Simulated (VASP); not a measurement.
Input of a VASP 6.6.1 run:

INCAR

```
SYSTEM = Si
PREC = Accurate ; ENCUT = 520
EDIFF = 1E-6 ; ISMEAR = 0
SIGMA = 0.05 ; LREAL = .FALSE.
LASPH = .TRUE. ; NELM = 100
ALGO = Normal ; ISIF = 2
LWAVE = .FALSE. ; LCHARG = .FALSE.
GGA = PE ; NBANDS = 26
```

KPOINTS

```
Automatic mesh
0
G
  10 10 4
  0 0 0
```

POSCAR

```
Si
1.0
    0.0000000000      0.0000000000      3.8608359371
    3.3455832253     -3.3455832253     -1.9304179686
    6.6911664507      6.6911664507      0.0000000000
Si
8
Direct
   -0.0756431736      0.0000000000      0.1786105076
    0.4404392933      0.0000000000      0.6786105076
    0.4404392933      0.0000000000      0.3213894924
   -0.0756431736      0.0000000000      0.8213894924
    0.8007203934      0.6427789847      0.0000000000
    0.4772624716      0.6427789847      0.5000000000
    0.1579414087      0.3572210153      0.0000000000
    0.8344834869      0.3572210153      0.5000000000
```

Potentials or basis: VASP PAW PBE potentials, release 64 (Si).

Launch:

```sh
$ cat potpaw_PBE.64/Si/POTCAR > POTCAR
$ mpirun -np 1 vasp_std > vasp.out
```

Task: Estimate the largest force.

Result: 1.606 eV/Å.

Task: Predict the band gap on the k mesh.

Result: Zero (band 16 reaches 5.63 eV, above the bottom of band 17 at 4.99 eV).

Task: Predict the pressure.

Result: -2.1 GPa.

Forces in eV/Å, atoms in the order of the input:
```
Si  -0.196 -0.196  0.685
Si  -0.609 -0.609  0.731
Si   0.609  0.609  0.731
Si   0.196  0.196  0.685
Si   0.046 -0.046 -0.082
Si   0.633 -0.633 -1.334
Si  -0.046  0.046 -0.082
Si  -0.633  0.633 -1.334
```

Caveat: the cell differs from its parent crystal (mode 4 frozen in at -0.341 Å and mode 7 at -0.261 Å (largest displacements)); forces of over 1 eV/Å act on the atoms, so gaps and moduli don't describe the material at rest.
